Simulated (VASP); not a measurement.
A run of VASP 6.6.1 is set up as follows.

The input INCAR:

```
SYSTEM = WC
PREC = Accurate
ENCUT = 520
EDIFF = 1E-8
ISMEAR = -1
SIGMA = 0.05
LREAL = .FALSE.
LASPH = .TRUE.
NELM = 60
ALGO = Normal
ISIF = 2
LWAVE = .FALSE.
LCHARG = .TRUE.
NBANDS = 16
IBRION = 8
NSW = 1
```

The input KPOINTS:

```
regular mesh
0
G
  7 7 7
  0 0 0
```

POSCAR

```
WC
1.0
    0.0000000000      2.1926840000      2.1926840000
    2.1926840000      0.0000000000      2.1926840000
    2.1926840000      2.1926840000      0.0000000000
W C
1 1
Direct
    0.0000000000      0.0000000000      0.0000000000
    0.5000000000      0.5000000000      0.5000000000
```

Potentials or basis: VASP PAW LDA potentials, release 64 (W_sv, C).

The run is started by

```sh
$ cat potpaw_LDA.64/W_sv/POTCAR potpaw_LDA.64/C/POTCAR > POTCAR
$ mpirun -np 1 vasp_std > vasp.out
```

(1) Predict the highest phonon frequency at Γ.

Results:

(1) 387 cm⁻¹.

Caveat: the cell stands under pressure or tension, which shifts response properties.
